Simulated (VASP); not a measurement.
Set up this calculation in VASP 6.6.1, as the native input.

* Task: relaxation of cell and atoms
* Functional: PBEsol
* Potentials or basis: VASP PAW PBE potentials, release 64 (Sn_d, Ir)
* Cutoff: 600 eV
* k mesh: 5 × 5 × 5
* Occupations: methfessel-paxton, width 0.05 eV
* Spin: no spin polarisation
* Dipole correction: no
* Further INCAR settings: ALGO = Normal; EDIFF = 1e-06; IBRION = 2; EDIFFG = -0.01; NSW = 60; ISIF = 3

The structure of Sn2Ir lies in POSCAR:

```
Sn2Ir
1.0
    0.0000000000      3.1690000000      3.1690000000
    3.1690000000      0.0000000000      3.1690000000
    3.1690000000      3.1690000000      0.0000000000
Sn Ir
2 1
Direct
    0.2500000000      0.2500000000      0.2500000000
    0.7500000000      0.7500000000      0.7500000000
    0.0000000000      0.0000000000      0.0000000000
```

These files were run (other wordings do the same):

INCAR

```
SYSTEM = Sn2Ir
PREC = Accurate
ENCUT = 600
EDIFF = 1E-6
ISMEAR = 1
SIGMA = 0.05
LREAL = .FALSE.
LASPH = .TRUE.
NELM = 100
ALGO = Normal
ISIF = 3
LWAVE = .FALSE.
LCHARG = .FALSE.
GGA = PS
IBRION = 2
NSW = 60
EDIFFG = -0.01
```

KPOINTS

```
regular mesh
0
G
  5 5 5
  0 0 0
```

Potentials or basis: VASP PAW PBE potentials, release 64 (Sn_d, Ir).

Run with:

```console
$ cat potpaw_PBE.64/Sn_d/POTCAR potpaw_PBE.64/Ir/POTCAR > POTCAR
$ mpirun -np 1 vasp_std > vasp.out
```

It gave:

| Quantity | Value |
| --- | --- |
| Relaxed volume | 21.39 Å³/atom |
| Relaxed cell | a = 4.494 Å, b = 4.494 Å, c = 4.494 Å, α = 60.00°, β = 60.00°, γ = 60.00° |
| Space group after relaxing (to 0.05 Å) | Fm-3m (No. 225) |
| Energy gained by relaxing | 0.5 meV/atom |
| Ionic steps | 3 |
| Pressure after relaxing | 0.0 GPa |

Caveat: the PAW data sets were made with another functional, which shifts forces and pressure a little.

It took 32 s on 1 thread of Intel(R) Xeon(R) Platinum 8559C (Emerald Rapids) (shared host), peak memory 0.2 GiB.
